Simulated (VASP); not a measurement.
# SiC (P6_3mc) in VASP: a series of runs

The runs below take SiC through single point, with PBE.

All numbers are computed with VASP 6.6.1; they aren't measurements. Logs are shortened: lines on timing, memory, paths and dates and some standing lists are left out, and cuts for length are marked.

### 1 The cell of the first run

The structure is hexagonal, space group P6_3mc (No. 186). The conventional cell has a = 3.055 Å, b = 3.055 Å, c = 10.003 Å, α = 90.00°, β = 90.00°, γ = 120.00°. Within 2.5 Å of Si (site symmetry 3m) lie 4 C at 1.87 Å. Si (site symmetry 3m) has 4 C at 1.87 to 1.88 Å within 2.5 Å. C (site symmetry 3m) has 4 Si at 1.87 Å within 2.5 Å. C (site symmetry 3m) has 4 Si at 1.87 to 1.88 Å within 2.5 Å.

### 2 Single point, PBE

File INCAR:

```
PREC = Accurate ; ENCUT = 520
EDIFF = 1E-7 ; ISMEAR = -1
SIGMA = 0.05 ; LREAL = False
LASPH = True ; NELM = 100
ALGO = Normal ; ISIF = 2
LWAVE = False ; LCHARG = False
GGA = PE ; NBANDS = 26
```

File KPOINTS:

```
Automatic mesh
0
Gamma
  10 10 3
```

File POSCAR:

```
SiC
1.0
    3.0550512851      0.0000000000      0.0000000000
   -1.5275256425      2.6457520228      0.0000000000
    0.0000000000      0.0000000000     10.0030562121
Si C
4 4
Direct
    0.0000000000      0.0000000000      0.1878943800
    0.0000000000      0.0000000000      0.6878943800
    0.3333333333      0.6666666667      0.4378419800
    0.6666666667      0.3333333333      0.9378419800
    0.0000000000      0.0000000000      0.0004600500
    0.0000000000      0.0000000000      0.5004600500
    0.3333333333      0.6666666667      0.2498025900
    0.6666666667      0.3333333333      0.7498025900
```

Potentials or basis: VASP PAW PBE potentials, release 64 (Si, C).

The run is started by

```sh
> cat potpaw_PBE.64/Si/POTCAR potpaw_PBE.64/C/POTCAR > POTCAR
> mpirun -np 1 vasp_std > vasp.out
```

OUTCAR:

```text
PREC = Accurate
   ENCUT = 520
   EDIFF = 1E-7
   ISMEAR = -1
   LREAL = False
   LASPH = True
   NELM = 100
   ISIF = 2
   GGA = PE

 ion  position               nearest neighbor table
   1  0.000  0.000  0.188-   7 1.87   7 1.87   7 1.87   5 1.87   3 3.06   3 3.06   3 3.06   4 3.06
                             4 3.06   4 3.06
   2  0.000  0.000  0.688-   8 1.87   8 1.87   8 1.87   6 1.87   4 3.06   4 3.06   4 3.06   3 3.06
                             3 3.06   3 3.06
   3  0.333  0.667  0.438-   6 1.87   6 1.87   6 1.87   7 1.88   1 3.06   1 3.06   1 3.06   2 3.06
                             2 3.06   2 3.06
   4  0.667  0.333  0.938-   5 1.87   5 1.87   5 1.87   8 1.88   2 3.06   2 3.06   2 3.06   1 3.06
                             1 3.06   1 3.06
   5  0.000  0.000  0.000-   4 1.87   4 1.87   4 1.87   1 1.87
   6  0.000  0.000  0.500-   3 1.87   3 1.87   3 1.87   2 1.87
   7  0.333  0.667  0.250-   1 1.87   1 1.87   1 1.87   3 1.88
   8  0.667  0.333  0.750-   2 1.87   2 1.87   2 1.87   4 1.88

  LATTYP: Found a hexagonal cell.
 ALAT       =     3.0550512851
 C/A-ratio  =     3.2742678530

  Lattice vectors:

 A1 = (   3.0550512851,   0.0000000000,   0.0000000000)
 A2 = (  -1.5275256425,   2.6457520228,   0.0000000000)
 A3 = (   0.0000000000,   0.0000000000,  10.0030562121)

Analysis of symmetry for initial positions (statically):
=====================================================================
 Subroutine PRICEL returns:
 Original cell was already a primitive cell.

 Routine SETGRP: Setting up the symmetry group for a
 hexagonal supercell.

 Subroutine GETGRP returns: Found 12 space group operations
 (whereof  6 operations were pure point group operations)
 out of a pool of 24 trial point group operations.

The static configuration has the point symmetry C_3v.
 The point group associated with its full space group is C_6v.

Analysis of symmetry for dynamics (positions and initial velocities):
=====================================================================
 Subroutine PRICEL returns:
 Original cell was already a primitive cell.

 Routine SETGRP: Setting up the symmetry group for a
 hexagonal supercell.

 Subroutine GETGRP returns: Found 12 space group operations
 (whereof  6 operations were pure point group operations)
 out of a pool of 24 trial point group operations.

[... 110 lines left out ...]
   LASPH  =      T    aspherical Exc in radial PAW
   ENCUT  =  520.0 eV  38.22 Ry    6.18 a.u.   5.68  5.68 18.60*2*pi/ulx,y,z
   NELM   =    100;   NELMIN=  2; NELMDL= -5     # of ELM steps
   EDIFF  = 0.1E-06   stopping-criterion for ELM
   LREAL  =      F    real-space projection
   EDIFFG = 0.1E-05   stopping-criterion for IOM
   NSW    =      0    number of steps for IOM
   IBRION =     -1    ionic relax: 0-MD 1-quasi-New 2-CG
   NFREE  =      0    steps in history (QN), initial steepest desc. (CG)
   ISIF   =      2    stress and relaxation
   ISYM   =      2    0-nonsym 1-usesym 2-fastsym
   POTIM  = 0.5000    time-step for ionic-motion
   TEBEG  =    0.0;   TEEND  =   0.0 temperature during run
   PSTRESS=    0.0 pullay stress
   NELECT =      32.0000    total number of electrons
   NUPDOWN=      -1.0000    fix difference up-down
   EMIN   =  10.00;   EMAX   =-10.00  energy-range for DOS
   EFERMI =   0.00;   METHOD = LEGACY
   ISMEAR =    -1;   SIGMA  =   0.05  broadening in eV -4-tet -1-fermi 0-gaus
   EFERMI_NEDOS =   21; number of points for ismear=-14 and -15
   IALGO  =     38    algorithm
   IMIX   =      4    mixing-type and parameters
     AMIX     =   0.40;   BMIX     =  1.00
     AMIX_MAG =   1.60;   BMIX_MAG =  1.00
  volume/ion in A,a.u.               =      10.11        68.20
  Fermi-wavevector in a.u.,A,eV,Ry     =   1.201964  2.271382 19.656566  1.444717
  Thomas-Fermi vector in A             =   2.337758
   LORBIT       =      0    0 simple, 1 ext, 2 COOP (PROOUT), +10 PAW based schemes
   GGA     = PE    functional components
   LHFCALC =     F    Hartree Fock is set to
   AEXX    =    0.0000 exact exchange contribution
   IVDW    =     0    specifies the selected vdW correction
   LEPSILON=     F    determine dielectric tensor
   LRPA    =     F    only Hartree local field effects (RPA)
 non-spin polarized calculation
  energy-cutoff  :      520.00
  volume of cell :       80.85
 maximum number of plane-waves:      2204
 NGX is ok and might be reduce to    24
   NGX = 11   NGY = 11   NGZ = 37

 number of electron      31.9999999 magnetization

 Free energy of the ion-electron system (eV)
  ---------------------------------------------------
  ext. energy  EPLUGINS =         0.00000000
  ---------------------------------------------------
  free energy    TOTEN  =       -60.16648544 eV

  energy without entropy =      -60.16648544  energy(sigma->0) =      -60.16648544

 E-fermi :   9.4445     XC(G=0): -11.4558

 val. band max:        8.4408563939   @ k =   0.0000   0.0000   0.0000
 cond. band min:      10.6695142826   @ k =   0.5000   0.0000   0.0000
 fundamental gap:      2.2286578888
 Fermi energy:         9.4445312477

 k-point     1 :       0.0000    0.0000    0.0000
  band No.  band energies     occupation
      1      -7.2265      2.00000
      2      -6.0274      2.00000
      3      -5.9892      2.00000
      4      -3.5739      2.00000
      5      -0.3015      2.00000
      6       4.0152      2.00000
[... 685 lines left out ...]
     25      16.5539      0.00000
     26      17.4410      0.00000

 [... further k-points ...]
[... 5 lines left out ...]
  --------------------------------------------------------------------------------------
  -------------------------------------------------------------------------------------
  Total        4.3979390      4.3979390      4.2949041      0.0000000      0.0000000     -0.0000000
  in kB       87.1484026     87.1484026     85.1066911      0.0000000      0.0000000     -0.0000000
  external PRESSURE =      86.4678321 kB  Pullay stress =       0.0000000 kB

 VOLUME and BASIS-vectors are now :
 -----------------------------------------------------------------------------
  energy-cutoff  :      520.00
  volume of cell :       80.85
      direct lattice vectors                 reciprocal lattice vectors
     3.055051285  0.000000000  0.000000000     0.327326747  0.188982186  0.000000000
    -1.527525642  2.645752023  0.000000000     0.000000000  0.377964371  0.000000000
     0.000000000  0.000000000 10.003056212     0.000000000  0.000000000  0.099969447

 POSITION                                       TOTAL-FORCE (eV/Angst)
 -----------------------------------------------------------------------------------
      0.00000      0.00000      1.87952         0.000000     -0.000000      0.004855
      0.00000      0.00000      6.88105         0.000000     -0.000000      0.004855
     -0.00000      1.76383      4.37976        -0.000000     -0.000000     -0.011732
      1.52753      0.88192      9.38129        -0.000000      0.000000     -0.011732
      0.00000      0.00000      0.00460        -0.000000     -0.000000     -0.002020
      0.00000      0.00000      5.00613        -0.000000      0.000000     -0.002020
     -0.00000      1.76383      2.49879        -0.000000     -0.000000      0.008896
      1.52753      0.88192      7.50032         0.000000     -0.000000      0.008896
 -----------------------------------------------------------------------------------
    total drift:                               -0.000000     -0.000000     -0.000072

  FREE ENERGIE OF THE ION-ELECTRON SYSTEM (eV)
  ---------------------------------------------------
  free  energy   TOTEN  =       -60.1664854428 eV

  energy  without entropy=      -60.1664854427  energy(sigma->0) =      -60.16648544
```

Run time: 44 s. Hardware: 1 thread of Intel Xeon Platinum 8488C (Sapphire Rapids), shared host; peak memory 0.21 GiB.

Results:

| Item | Value |
| --- | --- |
| Free energy | -60.1665 eV |
| Pressure | 8.6 GPa |
| Largest force | 0.012 eV/Å |
| Band gap on the k mesh | 2.23 eV, indirect (least direct gap 3.36 eV) |

Forces in eV/Å, atoms in the order of the input:
```
Si   0.000  0.000  0.005
Si   0.000  0.000  0.005
Si   0.000  0.000 -0.012
Si   0.000  0.000 -0.012
C    0.000  0.000 -0.002
C    0.000  0.000 -0.002
C    0.000  0.000  0.009
C    0.000  0.000  0.009
```

### 3 Single point, PBE

This run uses another cell than the first one, of 10.52 Å³/atom, 1.041 times its volume.

File INCAR:

```
ALGO = Normal
EDIFF = 1E-6
ENCUT = 520
GGA = PE
ISIF = 2
ISMEAR = -1
LASPH = True
LCHARG = False
LREAL = False
LWAVE = False
NBANDS = 26
NELM = 60
PREC = Accurate
SIGMA = 0.05
```

File KPOINTS:

```
k-points
0
Gamma
  10 10 3
```

Changes to POSCAR since step 2:

```diff
@@ -2,5 +2,5 @@
 1.0
-    3.0550512851      0.0000000000      0.0000000000
-   -1.5275256425      2.6457520228      0.0000000000
-    0.0000000000      0.0000000000     10.0030562121
+    3.0960635787      0.0000000000      0.0000000000
+   -1.5480317893      2.6812697109      0.0000000000
+    0.0000000000      0.0000000000     10.1373414467
 Si C
```

Potentials or basis: VASP PAW PBE potentials, release 64 (Si, C).

The run is started by

```sh
> cat potpaw_PBE.64/Si/POTCAR potpaw_PBE.64/C/POTCAR > POTCAR
> mpirun -np 1 vasp_std > vasp.out
```

Run time: 44 s. Hardware: 1 thread of Intel Xeon Platinum 8488C (Sapphire Rapids), shared host; peak memory 0.21 GiB.

It converged, with:

```yaml
Free_energy: -60.2485 eV
Pressure: -0.5 GPa
Band_gap_on_the_k_mesh: 2.22 eV, indirect (least direct gap 3.34 eV)
```

Forces in eV/Å, atoms in the order of the input:
```
Si   0.000  0.000 -0.001
Si   0.000  0.000 -0.001
Si   0.000  0.000  0.001
Si   0.000  0.000  0.001
C    0.000  0.000 -0.002
C    0.000  0.000 -0.002
C    0.000  0.000  0.002
C    0.000  0.000  0.002
```

Levels at points of the mesh, in eV from the valence-band top:
```
           k point  band 12  band 13  band 14  band 15  band 16  band 17  band 18  band 19  band 20  band 21
(0.00, 0.00, 0.00)    -0.58    -0.58    -0.05     0.00     0.00     4.95     5.53     6.09     6.16     6.87
(0.50, 0.00, 0.00)    -2.36    -2.34    -2.20    -1.56    -1.12     2.22     2.34     4.17     4.64     5.22
```

A k mesh can miss the band edges. As with any semilocal functional, this PBE gap is likely too small.
